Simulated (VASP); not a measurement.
# Ag (P6_3/mmc) in VASP: a series of runs, part 2 of 2

VASP 6.6.1.

## (5) Single point, LDA

INCAR reads:

```
SYSTEM = Ag
PREC = Accurate
ENCUT = 520
EDIFF = 1E-6
ISMEAR = -1
SIGMA = 0.05
LREAL = .FALSE.
LASPH = .TRUE.
NELM = 80
ALGO = Fast
ISIF = 2
LWAVE = .FALSE.
LCHARG = .TRUE.
LELF = .TRUE.
LVHAR = .TRUE.
NBANDS = 18
```

KPOINTS reads:

```
regular mesh
0
G
  10 10 6
  0 0 0
```

POSCAR reads:

```
Ag
1.0
    2.9300000000      0.0000000000      0.0000000000
   -1.4650000000      2.5374544331      0.0000000000
    0.0000000000      0.0000000000      4.7900000000
Ag
2
Direct
    0.6666666667      0.3333333333      0.7500000000
    0.3333333333      0.6666666667      0.2500000000
```

Potentials or basis: VASP PAW LDA potentials, release 64 (Ag).

The run is started by

```bash
cat potpaw_LDA.64/Ag/POTCAR > POTCAR
mpirun -np 1 vasp_std > vasp.out
```

OUTCAR:

```text
SYSTEM = Ag
   PREC = Accurate
   ENCUT = 520
   EDIFF = 1E-6
   ISMEAR = -1
   LREAL = .FALSE.
   LASPH = .TRUE.
   NELM = 80
   ISIF = 2

 ion  position               nearest neighbor table
   1  0.667  0.333  0.750-   2 2.93   2 2.93   2 2.93   2 2.93   2 2.93   2 2.93
   2  0.333  0.667  0.250-   1 2.93   1 2.93   1 2.93   1 2.93   1 2.93   1 2.93

  LATTYP: Found a hexagonal cell.
 ALAT       =     2.9300000000
 C/A-ratio  =     1.6348122867

  Lattice vectors:

 A1 = (   2.9300000000,   0.0000000000,   0.0000000000)
 A2 = (  -1.4650000000,   2.5374544331,   0.0000000000)
 A3 = (   0.0000000000,   0.0000000000,   4.7900000000)

Analysis of symmetry for initial positions (statically):
=====================================================================
 Subroutine PRICEL returns:
 Original cell was already a primitive cell.

 Routine SETGRP: Setting up the symmetry group for a
 hexagonal supercell.

 Subroutine GETGRP returns: Found 24 space group operations
 (whereof 12 operations were pure point group operations)
 out of a pool of 24 trial point group operations.

The static configuration has the point symmetry D_3d.
 The point group associated with its full space group is D_6h.

Analysis of symmetry for dynamics (positions and initial velocities):
=====================================================================
 Subroutine PRICEL returns:
 Original cell was already a primitive cell.

 Routine SETGRP: Setting up the symmetry group for a
 hexagonal supercell.

 Subroutine GETGRP returns: Found 24 space group operations
 (whereof 12 operations were pure point group operations)
 out of a pool of 24 trial point group operations.

The dynamic configuration has the point symmetry D_3d.
 The point group associated with its full space group is D_6h.

 Subroutine INISYM returns: Found 24 space group operations
 (whereof 12 operations are pure point group operations),
 and found     1 'primitive' translations
[... 111 lines left out ...]
   EFERMI_NEDOS =   21; number of points for ismear=-14 and -15
   IALGO  =     68    algorithm
   IMIX   =      4    mixing-type and parameters
     AMIX     =   0.40;   BMIX     =  1.00
     AMIX_MAG =   1.60;   BMIX_MAG =  1.00
  volume/ion in A,a.u.               =      17.81       120.16
  Fermi-wavevector in a.u.,A,eV,Ry     =   1.394275  2.634799 26.449782  1.944004
  Thomas-Fermi vector in A             =   2.517840
   LORBIT       =      0    0 simple, 1 ext, 2 COOP (PROOUT), +10 PAW based schemes
   GGA     = CA    functional components
   LHFCALC =     F    Hartree Fock is set to
   AEXX    =    0.0000 exact exchange contribution
   IVDW    =     0    specifies the selected vdW correction
   LEPSILON=     F    determine dielectric tensor
   LRPA    =     F    only Hartree local field effects (RPA)
 non-spin polarized calculation
 RMM-DIIS sequential band-by-band and
  energy-cutoff  :      520.00
  volume of cell :       35.61
 maximum number of plane-waves:       990
 NGX is ok and might be reduce to    24
   NGX = 11   NGY = 11   NGZ = 17

 number of electron      22.0000005 magnetization

 Free energy of the ion-electron system (eV)
  ---------------------------------------------------
  ext. energy  EPLUGINS =         0.00000000
  ---------------------------------------------------
  free energy    TOTEN  =        -7.41645153 eV

  energy without entropy =       -7.41096169  energy(sigma->0) =       -7.41370661

 E-fermi :   7.5285     XC(G=0): -12.3283

 val. band max:        7.3229203581   @ k =   0.3000   0.0000   0.3333
 cond. band min:       7.5675604811   @ k =   0.3000   0.2000   0.3333
 fundamental gap:      0.2446401230
 Fermi energy:         7.5285013511

 k-point     1 :       0.0000    0.0000    0.0000
  band No.  band energies     occupation
      1       0.0370      2.00000
      2       1.4230      2.00000
      3       2.9272      2.00000
      4       3.0259      2.00000
      5       3.0259      2.00000
      6       3.2477      2.00000
[... 481 lines left out ...]
      5       2.9611      2.00000
      6       3.5340      2.00000
[... 10 lines left out ...]
     17      19.6164      0.00000
     18      21.6336      0.00000

 [... further k-points ...]

------------------------ aborting loop because EDIFF is reached ----------------------------------------

  FORCE on cell =-STRESS in cart. coord.  units (eV):
  Direction    XX          YY          ZZ          XY          YZ          ZX
  --------------------------------------------------------------------------------------
  -------------------------------------------------------------------------------------
  Total       -2.2537173     -2.2537173     -2.3882638      0.0000000      0.0000000      0.0000000
  in kB     -101.3931525   -101.3931525   -107.4463082      0.0000000      0.0000000      0.0000000
  external PRESSURE =    -103.4108711 kB  Pullay stress =       0.0000000 kB

 VOLUME and BASIS-vectors are now :
 -----------------------------------------------------------------------------
  energy-cutoff  :      520.00
  volume of cell :       35.61
      direct lattice vectors                 reciprocal lattice vectors
     2.930000000  0.000000000  0.000000000     0.341296928  0.197047873  0.000000000
    -1.465000000  2.537454433  0.000000000     0.000000000  0.394095747  0.000000000
     0.000000000  0.000000000  4.790000000     0.000000000  0.000000000  0.208768267

 POSITION                                       TOTAL-FORCE (eV/Angst)
 -----------------------------------------------------------------------------------
      1.46500      0.84582      3.59250         0.000000      0.000000      0.000000
     -0.00000      1.69164      1.19750        -0.000000     -0.000000      0.000000
 -----------------------------------------------------------------------------------
    total drift:                               -0.000000      0.000000     -0.000000

  FREE ENERGIE OF THE ION-ELECTRON SYSTEM (eV)
  ---------------------------------------------------
  free  energy   TOTEN  =        -7.4164515347 eV

  energy  without entropy=       -7.4109616946  energy(sigma->0) =       -7.41370661
```

OSZICAR:

```text
N       E                     dE             d eps       ncg     rms          rms(c)
DAV:   1     0.123012012205E+03    0.12301E+03   -0.11793E+04  2016   0.121E+03
DAV:   2    -0.597852869510E+01   -0.12899E+03   -0.12291E+03  2092   0.265E+02
DAV:   3    -0.799562199471E+01   -0.20171E+01   -0.20100E+01  2338   0.376E+01
DAV:   4    -0.800177177723E+01   -0.61498E-02   -0.61492E-02  2286   0.203E+00
DAV:   5    -0.800182213474E+01   -0.50358E-04   -0.50357E-04  2230   0.196E-01    0.694E+00
RMM:   6    -0.744021725446E+01    0.56160E+00   -0.13868E+00  2018   0.940E+00    0.443E+00
RMM:   7    -0.742435362904E+01    0.15864E-01   -0.17021E-02  2113   0.128E+00    0.257E+00
RMM:   8    -0.741643950683E+01    0.79141E-02   -0.17632E-03  2165   0.448E-01    0.178E-01
RMM:   9    -0.741645491975E+01   -0.15413E-04   -0.25832E-04  2205   0.126E-01    0.532E-02
RMM:  10    -0.741645261038E+01    0.23094E-05   -0.43119E-05  2235   0.486E-02    0.308E-02
RMM:  11    -0.741645197865E+01    0.63173E-06   -0.10455E-05  1945   0.200E-02    0.168E-02
RMM:  12    -0.741645153472E+01    0.44392E-06   -0.47566E-06  1871   0.165E-02
   1 F= -.74164515E+01 E0= -.74137066E+01  d E =-.548984E-02
```

It took 30 s on 1 thread of Intel Xeon 8259CL, shared host; peak memory 0.15 GiB.

Results:

```
Free energy            : -7.4165 eV
Pressure               : -10.3 GPa
Band gap on the k mesh : zero (bands 11 and 12 overlap by 6.33 eV)
```

Stress tensor (GPa, compression positive):
```
-10.14   0.00   0.00
  0.00 -10.14   0.00
  0.00   0.00 -10.74
```

Levels at points of the mesh, in eV from the Fermi level:
| k point | band 7 | band 8 | band 9 | band 10 | band 11 | band 12 | band 13 | band 14 | band 15 | band 16 |
| --- | --- | --- | --- | --- | --- | --- | --- | --- | --- | --- |
| (0.00, 0.00, 0.00) | -4.28 | -3.95 | -3.95 | -3.00 | -3.00 | -0.30 | 3.33 | 15.59 | 17.39 | 17.67 |
| (0.50, 0.00, 0.00) | -3.65 | -2.87 | -2.82 | -2.74 | 0.13 | 1.45 | 6.63 | 6.94 | 8.94 | 10.20 |
| (0.00, 0.00, 0.50) | -4.36 | -4.36 | -3.29 | -3.29 | -3.29 | -3.29 | 10.79 | 10.79 | 15.90 | 15.90 |
| (0.50, 0.00, 0.50) | -3.04 | -3.04 | -2.79 | -2.79 | 0.80 | 0.80 | 4.33 | 4.33 | 13.20 | 13.20 |

Caveat: the cell stands under tension.

## (6) Single point, HSE06

This run uses another cell than the first one, of 18.87 Å³/atom.

POSCAR reads:

```
Ag
1.0
    2.9874655697      0.0000000000      0.0000000000
   -1.4937327848      2.5872210763      0.0000000000
    0.0000000000      0.0000000000      4.8839454194
Ag
2
Direct
    0.6666666667      0.3333333333      0.7500000000
    0.3333333333      0.6666666667      0.2500000000
```

INCAR.step1 reads:

```
PREC = Accurate
ENCUT = 520
EDIFF = 1E-5
ISMEAR = -1
SIGMA = 0.05
LREAL = False
LASPH = True
NELM = 60
ALGO = Normal
ISIF = 2
LWAVE = True
LCHARG = False
GGA = PE
NBANDS = 18
```

INCAR.step2 reads:

```
PREC = Accurate
ENCUT = 520
EDIFF = 1E-7
ISMEAR = -1
SIGMA = 0.05
LREAL = False
LASPH = True
NELM = 60
ALGO = Normal
ISIF = 2
LWAVE = False
LCHARG = False
GGA = PE
LHFCALC = True
HFSCREEN = 0.2079
PRECFOCK = Normal
ISTART = 1
NBANDS = 18
```

KPOINTS reads:

```
Automatic mesh
0
Gamma
  6 6 4
```

Potentials or basis: VASP PAW PBE potentials, release 64 (Ag).

The run is started by

```bash
cat potpaw_PBE.64/Ag/POTCAR > POTCAR
cp INCAR.step1 INCAR
mpirun -np 1 vasp_std > vasp.out
cp INCAR.step2 INCAR
mpirun -np 1 vasp_std > vasp.out
```

It took 52 min on 1 thread of AMD EPYC 7R13 (Zen 3), shared host; peak memory 0.25 GiB.

Results (log left out):

| Item | Value |
| --- | --- |
| Free energy | -5.6330 eV |
| Pressure | -3.7 GPa |
| Band gap on the k mesh | zero (bands 11 and 12 overlap by 8.82 eV) |

Stress tensor (GPa, compression positive):
```
-2.55  0.00  0.00
 0.00 -2.55  0.00
 0.00  0.00 -6.12
```

Levels at points of the mesh, in eV from the Fermi level:
```
           k point  band 9  band 10  band 11  band 12  band 13  band 14
(0.00, 0.00, 0.00)   -4.99    -4.05    -4.05     0.09     3.76    16.40
(0.50, 0.00, 0.00)   -3.89    -3.80     0.31     1.71     7.44     7.61
(0.00, 0.00, 0.50)   -4.35    -4.35    -4.35    -4.35    11.49    11.49
(0.50, 0.00, 0.50)   -3.85    -3.85     1.25     1.25     4.82     4.82
```

Caveat: the k points lie up to 0.40 Å⁻¹ apart, too coarse for converged energies and pressures of a metal; the PAW data sets were made with another functional, which shifts forces and pressure a little.

## (7) Overview

| task | level | potentials or basis | cell | k mesh | cutoff (eV) | smearing | grid for exact exchange (PRECFOCK) | share of exact exchange | screening parameter | gap on the mesh (eV) | pressure (GPa) |
| --- | --- | --- | --- | --- | --- | --- | --- | --- | --- | --- | --- |
| single point | RPBE | VASP PAW PBE potentials, release 64 (Ag) | a = 2.930, b = 2.930, c = 4.790 Å, angles 90.0, 90.0, 120.0°, 2 atoms | 10 × 10 × 6 | 520 | gaussian 0.1 eV | - | - | - | none | 4.4 |
| single point | LDA | VASP PAW LDA potentials, release 64 (Ag) | a = 2.930, b = 2.930, c = 4.790 Å, angles 90.0, 90.0, 120.0°, 2 atoms | 10 × 10 × 6 | 520 | gaussian 0.05 eV | - | - | - | none | -10.3 |
| relaxation of cell and atoms | PBEsol+D3(BJ) | VASP PAW PBE potentials, release 64 (Ag) | relaxed from a = 2.930, b = 2.930, c = 4.790 Å, angles 90.0, 90.0, 120.0°, 2 atoms | 10 × 10 × 6 | 600 | methfessel-paxton 0.1 eV | - | - | - | none | 0.0 |
| single point | LDA | VASP PAW LDA potentials, release 64 (Ag) | a = 2.930, b = 2.930, c = 4.790 Å, angles 90.0, 90.0, 120.0°, 2 atoms | 10 × 10 × 6 | 520 | fermi-dirac 0.05 eV | - | - | - | none | -10.3 |
| single point | HSE06 | VASP PAW PBE potentials, release 64 (Ag) | a = 2.987, b = 2.987, c = 4.884 Å, angles 90.0, 90.0, 120.0°, 2 atoms | 6 × 6 × 4 | 520 | fermi-dirac 0.05 eV | Normal | 0.25 | 0.2079 1/Å | none | -3.7 |

Alike in all rows: no spin polarisation.

Caveats: some runs use coarse meshes; the PAW data sets were made with another functional, which shifts forces and pressure a little (at least some runs); the cell stands under tension (at least some runs); the cell stands under pressure (at least some runs).

Absolute energies hang on the potentials; compare differences alone.
